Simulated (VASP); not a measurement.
Input of a VASP 6.6.1 run:

INCAR

```
PREC     = Accurate       # precision mode
ENCUT    = 520            # plane-wave cutoff, eV
EDIFF    = 1E-7           # SCF threshold, eV
ISMEAR   = 0              # smearing method
SIGMA    = 0.1            # smearing width, eV
LREAL    = F              # projectors in reciprocal space
LASPH    = T              # aspherical terms in the spheres
NELM     = 60             # most SCF steps
ALGO     = Normal         # electronic algorithm
ISIF     = 2              # what is computed and relaxed
LWAVE    = F              # write WAVECAR
LCHARG   = T              # write CHGCAR
GGA      = PE             # functional
LELF     = T              # ELF
LVHAR    = T            
NBANDS   = 27             # bands
```

KPOINTS

```
regular mesh
0
Gamma
  4 4 4
```

POSCAR

```
Te4W
1.0
    0.0000000000      4.2344557500      4.2344557500
    4.2344557500      0.0000000000      4.2344557500
    4.2344557500      4.2344557500      0.0000000000
Te W
4 1
Direct
    0.6135173900      0.6135173900      0.6135173900
    0.6135173900      0.6135173900      0.1594478400
    0.6135173900      0.1594478400      0.6135173900
    0.1594478400      0.6135173900      0.6135173900
    0.2500000000      0.2500000000      0.2500000000
```

Potentials or basis: VASP PAW PBE potentials, release 64 (Te, W_sv).

Command:

```console
$ cat potpaw_PBE.64/Te/POTCAR potpaw_PBE.64/W_sv/POTCAR > POTCAR
$ mpirun -np 1 vasp_std > vasp.out
```

(1) Estimate the pressure.

(2) Estimate the band gap on the k mesh.

(3) Estimate the largest force.

Answers

(1) 10.2 GPa.

(2) zero (bands 19 and 20 overlap by 0.87 eV).

(3) 4.875 eV/Å.

Caveat: the cell stands under pressure; spin-orbit coupling is left out, which moves the levels of the heavy elements; forces of over 1 eV/Å act on the atoms, so gaps and moduli don't describe the material at rest.
